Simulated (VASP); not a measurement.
# Li2Se: single point with PBE

The system is Li2Se.

```
CELL_PARAMETERS angstrom
0.00000 3.00250 3.00250
3.00250 0.00000 3.00250
3.00250 3.00250 0.00000
ATOMIC_POSITIONS crystal
Li 0.25000 0.25000 0.25000
Li 0.75000 0.75000 0.75000
Se 0.00000 0.00000 0.00000
```

```
Program                : VASP 6.6.1
Task                   : single point
Functional             : PBE
Potentials or basis    : VASP PAW PBE potentials, release 64 (Li_sv, Se)
Cutoff                 : 750 eV
k mesh                 : 6 × 6 × 6
Occupations            : gaussian, width 0.1 eV
Spin                   : no spin polarisation
Dipole correction      : no
Further INCAR settings : ALGO = Normal; EDIFF = 1e-06; NBANDS = 13
```

```yaml
Pressure: 0.0 GPa
Band_gap_on_the_k_mesh: 2.97 eV, indirect (least direct gap 3.38 eV)
```

Levels at points of the mesh, in eV from the valence-band top:
```
           k point  band 3  band 4  band 5  band 6  band 7  band 8  band 9  band 10
(0.00, 0.00, 0.00)  -11.39    0.00    0.00    0.00    3.38    5.62    5.62     5.62
(0.50, 0.00, 0.00)  -11.02   -2.90   -0.53   -0.53    5.10    5.96    5.96     7.94
(0.50, 0.50, 0.00)  -10.91   -2.28   -1.44   -1.44    2.97    6.17   10.31    10.31
```

It took 47 s on 1 thread of Intel Xeon 8259CL, with other jobs on the host, peak memory 0.23 GiB.

A k mesh can miss the band edges.
